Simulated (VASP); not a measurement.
# Cu in VASP: a series of runs

Cu is run at these levels: PBEsol; tasks: electric field gradients.

Program: VASP 6.6.1. These are calculated values, not measurements. Logs are shortened: lines on timing, memory, paths and dates and some standing lists are left out, and cuts for length are marked.

## Step 1: The cell of the first run

The structure is cubic, space group Fm-3m (No. 225). Conventional cell: a = 3.615 Å, b = 3.615 Å, c = 3.615 Å, α = 90.00°, β = 90.00°, γ = 90.00°. Cu (site symmetry m-3m) has 12 Cu at 2.56 Å within 3.4 Å.

## Step 2: Electric field gradients, PBEsol

Contents of INCAR:

```
PREC = Accurate
ENCUT = 520
EDIFF = 1E-8
ISMEAR = -1
SIGMA = 0.08
LREAL = False
LASPH = True
NELM = 100
ALGO = Normal
ISIF = 2
LWAVE = False
LCHARG = False
GGA = PS
LEFG = True
NBANDS = 12
```

Contents of KPOINTS:

```
Automatic mesh
0
Gamma
  19 19 19
```

Contents of POSCAR:

```
Cu
1.0
    0.0000000000      1.8075000000      1.8075000000
    1.8075000000      0.0000000000      1.8075000000
    1.8075000000      1.8075000000      0.0000000000
Cu
1
Direct
    0.0000000000      0.0000000000      0.0000000000
```

Potentials or basis: VASP PAW PBE potentials, release 64 (Cu).

Command:

```console
$ cat potpaw_PBE.64/Cu/POTCAR > POTCAR
$ mpirun -np 1 vasp_std > vasp.out
```

OUTCAR:

```text
PREC = Accurate
   ENCUT = 520
   EDIFF = 1E-8
   ISMEAR = -1
   LREAL = False
   LASPH = True
   NELM = 100
   ISIF = 2
   GGA = PS

 ion  position               nearest neighbor table
   1  0.000  0.000  0.000-

  LATTYP: Found a face centered cubic cell.
 ALAT       =     3.6150000000

  Lattice vectors:

 A1 = (   0.0000000000,   1.8075000000,   1.8075000000)
 A2 = (   1.8075000000,   0.0000000000,   1.8075000000)
 A3 = (   1.8075000000,   1.8075000000,   0.0000000000)

Analysis of symmetry for initial positions (statically):
=====================================================================
 Subroutine PRICEL returns:
 Original cell was already a primitive cell.

 Routine SETGRP: Setting up the symmetry group for a
 face centered cubic supercell.

 Subroutine GETGRP returns: Found 48 space group operations
 (whereof 48 operations were pure point group operations)
 out of a pool of 48 trial point group operations.

The static configuration has the point symmetry O_h .

Analysis of symmetry for dynamics (positions and initial velocities):
=====================================================================
 Subroutine PRICEL returns:
 Original cell was already a primitive cell.

 Routine SETGRP: Setting up the symmetry group for a
 face centered cubic supercell.

 Subroutine GETGRP returns: Found 48 space group operations
 (whereof 48 operations were pure point group operations)
 out of a pool of 48 trial point group operations.

The dynamic configuration has the point symmetry O_h .

 Subroutine INISYM returns: Found 48 space group operations
 (whereof 48 operations are pure point group operations),
 and found     1 'primitive' translations

----------------------------------------------------------------------------------------

                                     Primitive cell

  volume of cell :      11.8104

  direct lattice vectors                    reciprocal lattice vectors
     0.000000000  1.807500000  1.807500000    -0.276625173  0.276625173  0.276625173
     1.807500000  0.000000000  1.807500000     0.276625173 -0.276625173  0.276625173
     1.807500000  1.807500000  0.000000000     0.276625173  0.276625173 -0.276625173

  length of vectors
     2.556191014  2.556191014  2.556191014     0.479128854  0.479128854  0.479128854

  position of ions in fractional coordinates (direct lattice)
     0.000000000  0.000000000  0.000000000

  ion indices of the primitive-cell ions
   primitive index   ion index
                 1           1

----------------------------------------------------------------------------------------

 KPOINTS: Automatic mesh

Automatic generation of k-mesh.
 Grid dimensions read from file:
 generate k-points for:   19   19   19

 Generating k-lattice:

  Cartesian coordinates                     Fractional coordinates (reciprocal lattice)
    -0.014559220  0.014559220  0.014559220     0.052631579  0.000000000  0.000000000
     0.014559220 -0.014559220  0.014559220     0.000000000  0.052631579  0.000000000
     0.014559220  0.014559220 -0.014559220     0.000000000  0.000000000  0.052631579

  Length of vectors
     0.025217308  0.025217308  0.025217308

  Shift w.r.t. Gamma in fractional coordinates (k-lattice)
     0.000000000  0.000000000  0.000000000

 Subroutine IBZKPT returns following result:
 ===========================================

 Found    220 irreducible k-points:

 Following reciprocal coordinates:
            Coordinates               Weight
  0.000000  0.000000  0.000000      1.000000
  0.052632  0.000000  0.000000      8.000000
  0.105263  0.000000  0.000000      8.000000
  0.157895  0.000000  0.000000      8.000000
  0.210526  0.000000  0.000000      8.000000
  0.263158  0.000000  0.000000      8.000000
[... 16 lines left out ...]
 -0.315789  0.052632  0.000000     24.000000
 -0.263158  0.052632  0.000000     24.000000
 [... further k-points ...]
   k-points           NKPTS =    220   k-points in BZ     NKDIM =    220   number of bands    NBANDS=     12
   number of dos      NEDOS =    301   number of ions     NIONS =      1
   total plane-waves  NPLWV =   8000
   dimension x,y,z NGX =    20 NGY =   20 NGZ =   20
   dimension x,y,z NGXF=    40 NGYF=   40 NGZF=   40
   ions per type =               1
   NGX,Y,Z   is equivalent  to a cutoff of  13.01, 13.01, 13.01 a.u.
   NGXF,Y,Z  is equivalent  to a cutoff of  26.01, 26.01, 26.01 a.u.
 SYSTEM =  unknown system
   PREC   = accura    normal or accurate (medium, high low for compatibility)
   ISTART =      0    job   : 0-new  1-cont  2-samecut
   ICHARG =      2    charge: 1-file 2-atom 10-const
   ISPIN  =      1    spin polarized calculation?
   LNONCOLLINEAR =      F non collinear calculations
   LSORBIT =      F    spin-orbit coupling
   LASPH  =      T    aspherical Exc in radial PAW
   ENCUT  =  520.0 eV  38.22 Ry    6.18 a.u.   4.75  4.75  4.75*2*pi/ulx,y,z
   NELM   =    100;   NELMIN=  2; NELMDL= -5     # of ELM steps
   EDIFF  = 0.1E-07   stopping-criterion for ELM
   LREAL  =      F    real-space projection
   EDIFFG = 0.1E-06   stopping-criterion for IOM
   NSW    =      0    number of steps for IOM
   IBRION =     -1    ionic relax: 0-MD 1-quasi-New 2-CG
   NFREE  =      0    steps in history (QN), initial steepest desc. (CG)
   ISIF   =      2    stress and relaxation
   ISYM   =      2    0-nonsym 1-usesym 2-fastsym
   POTIM  = 0.5000    time-step for ionic-motion
   TEBEG  =    0.0;   TEEND  =   0.0 temperature during run
   PSTRESS=    0.0 pullay stress
   NELECT =      11.0000    total number of electrons
   NUPDOWN=      -1.0000    fix difference up-down
   EMIN   =  10.00;   EMAX   =-10.00  energy-range for DOS
   EFERMI =   0.00;   METHOD = LEGACY
   ISMEAR =    -1;   SIGMA  =   0.08  broadening in eV -4-tet -1-fermi 0-gaus
   EFERMI_NEDOS =   21; number of points for ismear=-14 and -15
   IALGO  =     38    algorithm
   IMIX   =      4    mixing-type and parameters
     AMIX     =   0.40;   BMIX     =  1.00
     AMIX_MAG =   1.60;   BMIX_MAG =  1.00
  volume/ion in A,a.u.               =      11.81        79.70
  Fermi-wavevector in a.u.,A,eV,Ry     =   1.598763  3.021224 34.777078  2.556043
  Thomas-Fermi vector in A             =   2.696162
   LORBIT       =      0    0 simple, 1 ext, 2 COOP (PROOUT), +10 PAW based schemes
   GGA     = PS    functional components
   LHFCALC =     F    Hartree Fock is set to
   AEXX    =    0.0000 exact exchange contribution
   IVDW    =     0    specifies the selected vdW correction
   LEPSILON=     F    determine dielectric tensor
   LRPA    =     F    only Hartree local field effects (RPA)
 non-spin polarized calculation
  energy-cutoff  :      520.00
  volume of cell :       11.81
 maximum number of plane-waves:       331
   NGX =  9   NGY =  9   NGZ =  9

 number of electron      11.0000001 magnetization

 Free energy of the ion-electron system (eV)
  ---------------------------------------------------
  ext. energy  EPLUGINS =         0.00000000
  ---------------------------------------------------
  free energy    TOTEN  =        -4.30241349 eV

  energy without entropy =       -4.29509304  energy(sigma->0) =       -4.29875326

 E-fermi :   7.4309     XC(G=0): -12.9084

 val. band max:        7.4172898854   @ k =  -0.3684   0.1579   0.0000
 cond. band min:       7.4394174295   @ k =  -0.3684   0.1579   0.0526
 fundamental gap:      0.0221275441
 Fermi energy:         7.4308951287

 k-point     1 :       0.0000    0.0000    0.0000
  band No.  band energies     occupation
      1      -1.9887      2.00000
      2       4.3681      2.00000
      3       4.3681      2.00000
      4       4.3681      2.00000
      5       5.1998      2.00000
      6       5.1998      2.00000
      7      29.9831      0.00000
      8      32.5962      0.00000
      9      32.5962      0.00000
     10      32.5962      0.00000
     11      35.0725      0.00000
     12      35.0725      0.00000

 k-point     2 :       0.0526    0.0000    0.0000
  band No.  band energies     occupation
      1      -1.8877      2.00000
      2       4.3464      2.00000
      3       4.3875      2.00000
      4       4.3875      2.00000
      5       5.1920      2.00000
      6       5.1920      2.00000
      7      29.4121      0.00000
      8      31.3045      0.00000
      9      32.2596      0.00000
     10      32.2596      0.00000
     11      35.5530      0.00000
     12      35.5530      0.00000
[... 316 lines left out ...]
 k-point    24 :      -0.2632    0.0526    0.0000
  band No.  band energies     occupation
      1       0.6861      2.00000
      2       4.0963      2.00000
      3       4.4954      2.00000
      4       4.5341      2.00000
      5       5.2530      2.00000
      6       5.4980      2.00000
      7      18.4189      0.00000
      8      27.2388      0.00000
      9      30.5211      0.00000
     10      31.6191      0.00000
     11      33.8396      0.00000
     12      35.2115      0.00000

 [... further k-points ...]
[... 5 lines left out ...]
  --------------------------------------------------------------------------------------
  -------------------------------------------------------------------------------------
  Total       -0.4312249     -0.4312249     -0.4312249      0.0000000      0.0000000     -0.0000000
  in kB      -58.4991415    -58.4991415    -58.4991415      0.0000000      0.0000000     -0.0000000
  external PRESSURE =     -58.4991415 kB  Pullay stress =       0.0000000 kB

 VOLUME and BASIS-vectors are now :
 -----------------------------------------------------------------------------
  energy-cutoff  :      520.00
  volume of cell :       11.81
      direct lattice vectors                 reciprocal lattice vectors
     0.000000000  1.807500000  1.807500000    -0.276625173  0.276625173  0.276625173
     1.807500000  0.000000000  1.807500000     0.276625173 -0.276625173  0.276625173
     1.807500000  1.807500000  0.000000000     0.276625173  0.276625173 -0.276625173

 POSITION                                       TOTAL-FORCE (eV/Angst)
 -----------------------------------------------------------------------------------
      0.00000      0.00000      0.00000         0.000000     -0.000000     -0.000000
 -----------------------------------------------------------------------------------
    total drift:                               -0.000000     -0.000000     -0.000000

  FREE ENERGIE OF THE ION-ELECTRON SYSTEM (eV)
  ---------------------------------------------------
  free  energy   TOTEN  =        -4.3024134867 eV

  energy  without entropy=       -4.2950930363  energy(sigma->0) =       -4.29875326

 Electric field gradients (V/A^2)
---------------------------------------------------------------------
 ion       V_xx      V_yy      V_zz      V_xy      V_xz      V_yz
---------------------------------------------------------------------
   1      -0.000     0.000     0.000     0.003     0.003     0.003
---------------------------------------------------------------------

 Electric field gradients after diagonalization (V/A^2)
 (convention: |V_zz| > |V_xx| > |V_yy|)
----------------------------------------------------------------------
 ion       V_xx      V_yy      V_zz     asymmetry (V_yy - V_xx)/ V_zz
----------------------------------------------------------------------
   1      -0.003    -0.003     0.005       0.000
----------------------------------------------------------------------

           NMR quadrupolar parameters

 Cq : quadrupolar parameter    Cq=e*Q*V_zz/h
 eta: asymmetry parameters     (V_yy - V_xx)/ V_zz
 Q  : nuclear electric quadrupole moment in mb (millibarn)
----------------------------------------------------------------------
 ion       Cq(MHz)       eta       Q (mb)
----------------------------------------------------------------------
   1       0.000       0.000       1.000
----------------------------------------------------------------------
```

Run time: 22 s. Hardware: 1 thread of AMD EPYC 7R13 (Zen 3), shared host; peak memory 0.11 GiB.

What came out:

```yaml
Free_energy: -4.3024 eV
Pressure: -5.8 GPa
```

Caveat: without QUAD_EFG the Cq values of the log hold for a quadrupole moment of 1 mb, not for the nuclei; the PAW data sets were made with another functional, which shifts forces and pressure a little.

## Step 3: Electric field gradients, PBEsol

Contents of INCAR:

```
SYSTEM = Cu
PREC = Accurate ; ENCUT = 520
EDIFF = 1E-8 ; ISMEAR = -1
SIGMA = 0.08 ; LREAL = .FALSE.
LASPH = .TRUE. ; NELM = 100
ALGO = Normal ; ISIF = 2
LWAVE = .FALSE. ; LCHARG = .FALSE.
GGA = PS ; LEFG = .TRUE.
NBANDS = 12
```

Contents of KPOINTS:

```
Automatic mesh
0
G
  19 19 19
  0 0 0
```

POSCAR is that of step 2.

Potentials or basis: VASP PAW PBE potentials, release 64 (Cu).

Command:

```console
$ cat potpaw_PBE.64/Cu/POTCAR > POTCAR
$ mpirun -np 1 vasp_std > vasp.out
```

OUTCAR:

```text
SYSTEM = Cu
   PREC = Accurate
   ENCUT = 520
   EDIFF = 1E-8
   ISMEAR = -1
   LREAL = .FALSE.
   LASPH = .TRUE.
   NELM = 100
   ISIF = 2
   GGA = PS

 ion  position               nearest neighbor table
   1  0.000  0.000  0.000-

  LATTYP: Found a face centered cubic cell.
 ALAT       =     3.6150000000

  Lattice vectors:

 A1 = (   0.0000000000,   1.8075000000,   1.8075000000)
 A2 = (   1.8075000000,   0.0000000000,   1.8075000000)
 A3 = (   1.8075000000,   1.8075000000,   0.0000000000)

Analysis of symmetry for initial positions (statically):
=====================================================================
 Subroutine PRICEL returns:
 Original cell was already a primitive cell.

 Routine SETGRP: Setting up the symmetry group for a
 face centered cubic supercell.

[... 540 lines left out ...]
  external PRESSURE =     -58.4991415 kB  Pullay stress =       0.0000000 kB

 VOLUME and BASIS-vectors are now :
 -----------------------------------------------------------------------------
  energy-cutoff  :      520.00
  volume of cell :       11.81
      direct lattice vectors                 reciprocal lattice vectors
     0.000000000  1.807500000  1.807500000    -0.276625173  0.276625173  0.276625173
     1.807500000  0.000000000  1.807500000     0.276625173 -0.276625173  0.276625173
     1.807500000  1.807500000  0.000000000     0.276625173  0.276625173 -0.276625173

 POSITION                                       TOTAL-FORCE (eV/Angst)
 -----------------------------------------------------------------------------------
      0.00000      0.00000      0.00000         0.000000     -0.000000     -0.000000
 -----------------------------------------------------------------------------------
    total drift:                               -0.000000     -0.000000     -0.000000

  FREE ENERGIE OF THE ION-ELECTRON SYSTEM (eV)
  ---------------------------------------------------
  free  energy   TOTEN  =        -4.3024134867 eV

  energy  without entropy=       -4.2950930363  energy(sigma->0) =       -4.29875326

 Electric field gradients (V/A^2)
---------------------------------------------------------------------
 ion       V_xx      V_yy      V_zz      V_xy      V_xz      V_yz
---------------------------------------------------------------------
   1      -0.000     0.000     0.000     0.003     0.003     0.003
---------------------------------------------------------------------

 Electric field gradients after diagonalization (V/A^2)
 (convention: |V_zz| > |V_xx| > |V_yy|)
----------------------------------------------------------------------
 ion       V_xx      V_yy      V_zz     asymmetry (V_yy - V_xx)/ V_zz
----------------------------------------------------------------------
   1      -0.003    -0.003     0.005       0.000
----------------------------------------------------------------------

           NMR quadrupolar parameters

 Cq : quadrupolar parameter    Cq=e*Q*V_zz/h
 eta: asymmetry parameters     (V_yy - V_xx)/ V_zz
 Q  : nuclear electric quadrupole moment in mb (millibarn)
----------------------------------------------------------------------
 ion       Cq(MHz)       eta       Q (mb)
----------------------------------------------------------------------
   1       0.000       0.000       1.000
----------------------------------------------------------------------
```

stdout:

```text
POSCAR found type information on POSCAR Cu
 POSCAR found :  1 types and       1 ions
 scaLAPACK will be used
 -----------------------------------------------------------------------------
|                                                                             |
|                                                                             |
|     You enforced a specific xc type in the INCAR file but a different       |
|     I HOPE YOU KNOW WHAT YOU ARE DOING!                                     |
|                                                                             |
 -----------------------------------------------------------------------------

 LDA part: xc-table for (Slater+PW92), standard interpolation
 POSCAR, INCAR and KPOINTS ok, starting setup
 FFT: planning ... GRIDC
 FFT: planning ... GRID_SOFT
 FFT: planning ... GRID
 WAVECAR not read
 entering main loop
ion   1
```

It took 22 s on 1 thread of AMD EPYC 7R13 (Zen 3), shared host; peak memory 0.11 GiB.

Results:

```yaml
Free_energy: -4.3024 eV
Pressure: -5.8 GPa
```

Levels at points of the mesh, in eV from the Fermi level:
```csv
k point,band 4,band 5,band 6,band 7,band 8,band 9
"(0.00, 0.00, 0.00)",-3.06,-2.23,-2.23,22.55,25.17,25.17
```

Caveat: without QUAD_EFG the Cq values of the log hold for a quadrupole moment of 1 mb, not for the nuclei; the PAW data sets were made with another functional, which shifts forces and pressure a little.

(Continued in part 2 of 3.)
